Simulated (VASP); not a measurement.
# CaAl2Sb2 (P-3m1) in VASP: notebook

Aim: see how the results for CaAl2Sb2 move with the level of theory and the settings. Levels: PBE, revPBE. Tasks: single point.

Program: VASP 6.6.1. These are calculated values, not measurements. Logs are shortened: lines on timing, memory, paths and dates and some standing lists are left out, and cuts for length are marked.

### Step 1. The cell of the first run

Symmetry: P-3m1, No. 164, trigonal system. Conventional cell: a = 4.981 Å, b = 4.981 Å, c = 6.044 Å, α = 90.00°, β = 90.00°, γ = 120.00°. Ca (site symmetry -3m) has 6 Sb at 3.28 Å and 6 Al at 3.35 Å within 4.3 Å. Al (site symmetry 3m) has 5 Sb at 2.75 to 3.30 Å and 3 Ca at 3.35 Å within 3.6 Å. Sb (site symmetry 3m) has 5 Al at 2.75 to 3.30 Å and 3 Ca at 3.28 Å within 3.6 Å.

### Step 2. Single point, PBE

INCAR

```
SYSTEM = CaAl2Sb2
PREC = Accurate
ENCUT = 500
EDIFF = 1E-6
ISMEAR = 1
SIGMA = 0.15
LREAL = .False.
LASPH = .True.
NELM = 120
ALGO = Normal
ISIF = 2
LWAVE = .False.
LCHARG = .False.
GGA = PE
NBANDS = 21
GGA_COMPAT = .False.
```

KPOINTS

```
Automatic mesh
0
Gamma
  6 6 4
  0 0 0
```

POSCAR

```
CaAl2Sb2
1.0
    4.9811377200      0.0000000000      0.0000000000
   -2.4905688600      4.3137918100      0.0000000000
    0.0000000000      0.0000000000      6.0444695700
Ca Al Sb
1 2 2
Direct
    0.0000000000      0.0000000000      0.0000000000
    0.6666666700      0.3333333300      0.2840444700
    0.3333333300      0.6666666700      0.7159555300
    0.6666666700      0.3333333300      0.7383358300
    0.3333333300      0.6666666700      0.2616641700
```

Potentials or basis: VASP PAW PBE potentials, release 64 (Ca_sv, Al, Sb).

On the command line:

```bash
> cat potpaw_PBE.64/Ca_sv/POTCAR potpaw_PBE.64/Al/POTCAR potpaw_PBE.64/Sb/POTCAR > POTCAR
> mpirun -np 1 vasp_std > vasp.out
```

OUTCAR:

```text
SYSTEM = CaAl2Sb2
   PREC = Accurate
   ENCUT = 500
   EDIFF = 1E-6
   ISMEAR = 1
   LREAL = .False.
   LASPH = .True.
   NELM = 120
   ISIF = 2
   GGA = PE

 ion  position               nearest neighbor table
   1  0.000  0.000  0.000-   4 3.28   5 3.28   4 3.28   5 3.28   4 3.28   5 3.28
   2  0.667  0.333  0.284-   4 2.75   5 2.88   5 2.88   5 2.88   4 3.30
   3  0.333  0.667  0.716-   5 2.75   4 2.88   4 2.88   4 2.88   5 3.30
   4  0.667  0.333  0.738-   2 2.75   3 2.88   3 2.88   3 2.88   1 3.28   1 3.28   1 3.28   2 3.30

   5  0.333  0.667  0.262-   3 2.75   2 2.88   2 2.88   2 2.88   1 3.28   1 3.28   1 3.28   3 3.30

  LATTYP: Found a hexagonal cell.
 ALAT       =     4.9811377200
 C/A-ratio  =     1.2134716825

  Lattice vectors:

 A1 = (   4.9811377200,   0.0000000000,   0.0000000000)
 A2 = (  -2.4905688600,   4.3137918100,   0.0000000000)
 A3 = (   0.0000000000,   0.0000000000,   6.0444695700)

Analysis of symmetry for initial positions (statically):
=====================================================================
 Subroutine PRICEL returns:
 Original cell was already a primitive cell.

 Routine SETGRP: Setting up the symmetry group for a
 hexagonal supercell.

 Subroutine GETGRP returns: Found 12 space group operations
 (whereof 12 operations were pure point group operations)
 out of a pool of 24 trial point group operations.

The static configuration has the point symmetry D_3d.

Analysis of symmetry for dynamics (positions and initial velocities):
=====================================================================
 Subroutine PRICEL returns:
 Original cell was already a primitive cell.

 Routine SETGRP: Setting up the symmetry group for a
 hexagonal supercell.

 Subroutine GETGRP returns: Found 12 space group operations
 (whereof 12 operations were pure point group operations)
 out of a pool of 24 trial point group operations.

The dynamic configuration has the point symmetry D_3d.

 Subroutine INISYM returns: Found 12 space group operations
 (whereof 12 operations are pure point group operations),
 and found     1 'primitive' translations

----------------------------------------------------------------------------------------

                                     Primitive cell

  volume of cell :     129.8811

  direct lattice vectors                    reciprocal lattice vectors
     4.981137720  0.000000000  0.000000000     0.200757348  0.115907309  0.000000000
    -2.490568860  4.313791810  0.000000000     0.000000000  0.231814618  0.000000000
     0.000000000  0.000000000  6.044469570     0.000000000  0.000000000  0.165440489

  length of vectors
     4.981137720  4.981137724  6.044469570     0.231814618  0.231814618  0.165440489

  position of ions in fractional coordinates (direct lattice)
     0.000000000  0.000000000  0.000000000
     0.666666670  0.333333330  0.284044470
     0.333333330  0.666666670  0.715955530
     0.666666670  0.333333330  0.738335830
     0.333333330  0.666666670  0.261664170

  ion indices of the primitive-cell ions
   primitive index   ion index
                 1           1
                 2           2
                 3           3
                 4           4
                 5           5

----------------------------------------------------------------------------------------

 KPOINTS: Automatic mesh

Automatic generation of k-mesh.
 Grid dimensions read from file:
 generate k-points for:    6    6    4

 Generating k-lattice:

  Cartesian coordinates                     Fractional coordinates (reciprocal lattice)
     0.033459558  0.019317885  0.000000000     0.166666667  0.000000000  0.000000000
     0.000000000  0.038635770  0.000000000     0.000000000  0.166666667  0.000000000
     0.000000000  0.000000000  0.041360122     0.000000000  0.000000000  0.250000000

  Length of vectors
     0.038635770  0.038635770  0.041360122

  Shift w.r.t. Gamma in fractional coordinates (k-lattice)
     0.000000000  0.000000000  0.000000000

 Subroutine IBZKPT returns following result:
 ===========================================

 Found     24 irreducible k-points:

 Following reciprocal coordinates:
            Coordinates               Weight
  0.000000  0.000000  0.000000      1.000000
  0.166667  0.000000  0.000000      6.000000
  0.333333  0.000000  0.000000      6.000000
  0.500000  0.000000  0.000000      3.000000
  0.166667  0.166667  0.000000      6.000000
  0.333333  0.166667  0.000000     12.000000
[... 16 lines left out ...]
  0.333333  0.166667  0.500000     12.000000
  0.333333  0.333333  0.500000      2.000000
   k-points           NKPTS =     24   k-points in BZ     NKDIM =     24   number of bands    NBANDS=     21
   number of dos      NEDOS =    301   number of ions     NIONS =      5
   total plane-waves  NPLWV =  62208
   dimension x,y,z NGX =    36 NGY =   36 NGZ =   48
   dimension x,y,z NGXF=    72 NGYF=   72 NGZF=   96
   ions per type =               1   2   2
   NGX,Y,Z   is equivalent  to a cutoff of  12.02, 12.02, 13.20 a.u.
   NGXF,Y,Z  is equivalent  to a cutoff of  24.03, 24.03, 26.40 a.u.
 SYSTEM =  CaAl2Sb2
   PREC   = accura    normal or accurate (medium, high low for compatibility)
   ISTART =      0    job   : 0-new  1-cont  2-samecut
   ICHARG =      2    charge: 1-file 2-atom 10-const
   ISPIN  =      1    spin polarized calculation?
   LNONCOLLINEAR =      F non collinear calculations
   LSORBIT =      F    spin-orbit coupling
   LASPH  =      T    aspherical Exc in radial PAW
   ENCUT  =  500.0 eV  36.75 Ry    6.06 a.u.   9.08  9.08 11.02*2*pi/ulx,y,z
   NELM   =    120;   NELMIN=  2; NELMDL= -5     # of ELM steps
   EDIFF  = 0.1E-05   stopping-criterion for ELM
   LREAL  =      F    real-space projection
   EDIFFG = 0.1E-04   stopping-criterion for IOM
   NSW    =      0    number of steps for IOM
   IBRION =     -1    ionic relax: 0-MD 1-quasi-New 2-CG
   NFREE  =      0    steps in history (QN), initial steepest desc. (CG)
   ISIF   =      2    stress and relaxation
   ISYM   =      2    0-nonsym 1-usesym 2-fastsym
   POTIM  = 0.5000    time-step for ionic-motion
   TEBEG  =    0.0;   TEEND  =   0.0 temperature during run
   PSTRESS=    0.0 pullay stress
   NELECT =      26.0000    total number of electrons
   NUPDOWN=      -1.0000    fix difference up-down
   EMIN   =  10.00;   EMAX   =-10.00  energy-range for DOS
   EFERMI =   0.00;   METHOD = LEGACY
   ISMEAR =     1;   SIGMA  =   0.15  broadening in eV -4-tet -1-fermi 0-gaus
   EFERMI_NEDOS =   21; number of points for ismear=-14 and -15
   IALGO  =     38    algorithm
   IMIX   =      4    mixing-type and parameters
     AMIX     =   0.40;   BMIX     =  1.00
     AMIX_MAG =   1.60;   BMIX_MAG =  1.00
  volume/ion in A,a.u.               =      25.98       175.30
  Fermi-wavevector in a.u.,A,eV,Ry     =   0.957673  1.809740 12.478418  0.917138
  Thomas-Fermi vector in A             =   2.086712
   LORBIT       =      0    0 simple, 1 ext, 2 COOP (PROOUT), +10 PAW based schemes
   GGA     = PE    functional components
   LHFCALC =     F    Hartree Fock is set to
   AEXX    =    0.0000 exact exchange contribution
   IVDW    =     0    specifies the selected vdW correction
   LEPSILON=     F    determine dielectric tensor
   LRPA    =     F    only Hartree local field effects (RPA)
 non-spin polarized calculation
 Methfessel and Paxton  Order N= 1 SIGMA  =   0.15
  energy-cutoff  :      500.00
  volume of cell :      129.88
 maximum number of plane-waves:      3330
   NGX = 19   NGY = 19   NGZ = 23

 number of electron      25.9999997 magnetization

 Free energy of the ion-electron system (eV)
  ---------------------------------------------------
  ext. energy  EPLUGINS =         0.00000000
  ---------------------------------------------------
  free energy    TOTEN  =       -19.03290511 eV

  energy without entropy =      -19.02910496  energy(sigma->0) =      -19.03163839

 E-fermi :   6.3325     XC(G=0):  -9.2917

 val. band max:        6.3078425744   @ k =   0.0000   0.0000   0.5000
 cond. band min:       6.3656937381   @ k =   0.1667   0.1667   0.5000
 fundamental gap:      0.0578511637
 Fermi energy:         6.3325134679

 k-point     1 :       0.0000    0.0000    0.0000
  band No.  band energies     occupation
      1     -35.3951      2.00000
      2     -16.4472      2.00000
      3     -16.4352      2.00000
      4     -16.4352      2.00000
      5      -5.1519      2.00000
      6      -2.8839      2.00000
[... 13 lines left out ...]
     20       8.5012     -0.00000
     21       8.5012     -0.00000

 k-point     2 :       0.1667    0.0000    0.0000
  band No.  band energies     occupation
      1     -35.3950      2.00000
      2     -16.4464      2.00000
      3     -16.4393      2.00000
      4     -16.4361      2.00000
      5      -4.9795      2.00000
      6      -2.9079      2.00000
[... 13 lines left out ...]
     20       8.8371     -0.00000
     21       9.3168     -0.00000

 k-point     3 :       0.3333    0.0000    0.0000
  band No.  band energies     occupation
      1     -35.3947      2.00000
      2     -16.4477      2.00000
      3     -16.4446      2.00000
      4     -16.4378      2.00000
      5      -4.5166      2.00000
      6      -3.0971      2.00000
[... 13 lines left out ...]
     20      10.1034      0.00000
     21      10.3648      0.00000
[... 457 lines left out ...]
 k-point    23 :       0.3333    0.1667    0.5000
  band No.  band energies     occupation
      1     -35.3946      2.00000
      2     -16.4494      2.00000
      3     -16.4443      2.00000
      4     -16.4408      2.00000
      5      -3.7845      2.00000
      6      -3.4965      2.00000
[... 13 lines left out ...]
     20       9.6986      0.00000
     21      10.0377      0.00000

 k-point    24 :       0.3333    0.3333    0.5000
  band No.  band energies     occupation
      1     -35.3946      2.00000
      2     -16.4463      2.00000
      3     -16.4463      2.00000
      4     -16.4439      2.00000
      5      -3.5437      2.00000
      6      -3.5437      2.00000
[... 13 lines left out ...]
     20       9.5465      0.00000
     21      10.1411      0.00000

------------------------ aborting loop because EDIFF is reached ----------------------------------------

  FORCE on cell =-STRESS in cart. coord.  units (eV):
  Direction    XX          YY          ZZ          XY          YZ          ZX
  --------------------------------------------------------------------------------------
  -------------------------------------------------------------------------------------
  Total        0.3350494      0.3350495      1.1631547     -0.0000000      0.0000000      0.0000000
  in kB        4.1330777      4.1330777     14.3483553     -0.0000000      0.0000000      0.0000000
  external PRESSURE =       7.5381702 kB  Pullay stress =       0.0000000 kB

 VOLUME and BASIS-vectors are now :
 -----------------------------------------------------------------------------
  energy-cutoff  :      500.00
  volume of cell :      129.88
      direct lattice vectors                 reciprocal lattice vectors
     4.981137720  0.000000000  0.000000000     0.200757348  0.115907309  0.000000000
    -2.490568860  4.313791810  0.000000000     0.000000000  0.231814618  0.000000000
     0.000000000  0.000000000  6.044469570     0.000000000  0.000000000  0.165440489

 POSITION                                       TOTAL-FORCE (eV/Angst)
 -----------------------------------------------------------------------------------
      0.00000      0.00000      0.00000        -0.000000      0.000000      0.000000
      2.49057      1.43793      1.71690        -0.000000     -0.000000     -0.027075
     -0.00000      2.87586      4.32757         0.000000      0.000000      0.027075
      2.49057      1.43793      4.46285         0.000000      0.000000      0.034048
     -0.00000      2.87586      1.58162        -0.000000      0.000000     -0.034048
 -----------------------------------------------------------------------------------
    total drift:                                0.000000      0.000000     -0.000000

  FREE ENERGIE OF THE ION-ELECTRON SYSTEM (eV)
  ---------------------------------------------------
  free  energy   TOTEN  =       -19.0329051051 eV

  energy  without entropy=      -19.0291049629  energy(sigma->0) =      -19.03163839
```

Run time: 24 s. Hardware: 1 thread of Intel Xeon 6975P-C (Granite Rapids), shared host; peak memory 0.27 GiB.

What came out:

```
Free energy            : -19.0329 eV
Pressure               : 0.8 GPa
Largest force          : 0.034 eV/Å
Band gap on the k mesh : zero (band 13 reaches 7.22 eV, above the bottom of band 14 at 5.61 eV)
```

Forces in eV/Å, atoms in the order of the input:
```
Ca   0.000  0.000  0.000
Al   0.000  0.000 -0.027
Al   0.000  0.000  0.027
Sb   0.000  0.000  0.034
Sb   0.000  0.000 -0.034
```

Stress tensor (GPa, compression positive):
```
0.41 0.00 0.00
0.00 0.41 0.00
0.00 0.00 1.43
```

Caveat: spin-orbit coupling is left out, which moves the levels of the heavy elements.

### Step 3. Single point, revPBE

INCAR

```
SYSTEM = CaAl2Sb2
  PREC = Accurate
  ENCUT = 500
  EDIFF = 1E-6
  ISMEAR = 1
  SIGMA = 0.15
  LREAL = .FALSE.
  LASPH = .TRUE.
  NELM = 120
  ALGO = Normal
  ISIF = 2
  LWAVE = .FALSE.
  LCHARG = .FALSE.
  GGA = RE
  NBANDS = 21
  GGA_COMPAT = .FALSE.
```

KPOINTS

```
regular mesh
0
G
  6 6 4
  0 0 0
```

POSCAR is that of step 2.

Potentials or basis: VASP PAW PBE potentials, release 64 (Ca_sv, Al, Sb).

On the command line:

```bash
> cat potpaw_PBE.64/Ca_sv/POTCAR potpaw_PBE.64/Al/POTCAR potpaw_PBE.64/Sb/POTCAR > POTCAR
> mpirun -np 1 vasp_std > vasp.out
```

Wall time 23 s (1 thread of Intel Xeon 6975P-C (Granite Rapids), shared host); peak memory 0.27 GiB.

It converged, with:

```
Free energy            : -17.7713 eV
Pressure               : 1.7 GPa
Largest force          : 0.031 eV/Å
Band gap on the k mesh : zero (band 13 reaches 7.31 eV, above the bottom of band 14 at 5.68 eV)
```

Forces in eV/Å, atoms in the order of the input:
```
Ca   0.000  0.000  0.000
Al   0.000  0.000 -0.031
Al   0.000  0.000  0.031
Sb   0.000  0.000  0.022
Sb   0.000  0.000 -0.022
```

Stress tensor (GPa, compression positive):
```
1.42 0.00 0.00
0.00 1.42 0.00
0.00 0.00 2.36
```

Levels at points of the mesh, in eV from the Fermi level:
```tsv
k point	band 11	band 12	band 13	band 14	band 15	band 16
(0.00, 0.00, 0.00)	-1.44	-1.44	-0.75	-0.74	0.62	0.62
(0.50, 0.00, 0.00)	-3.16	-2.28	-2.19	0.87	1.78	2.03
(0.00, 0.00, 0.50)	-2.69	-2.69	-0.94	-0.61	-0.03	-0.03
(0.50, 0.00, 0.50)	-1.95	-1.87	-0.53	0.44	1.53	1.57
```

Caveat: the PAW data sets were made with another functional, which shifts forces and pressure a little; spin-orbit coupling is left out, which moves the levels of the heavy elements.
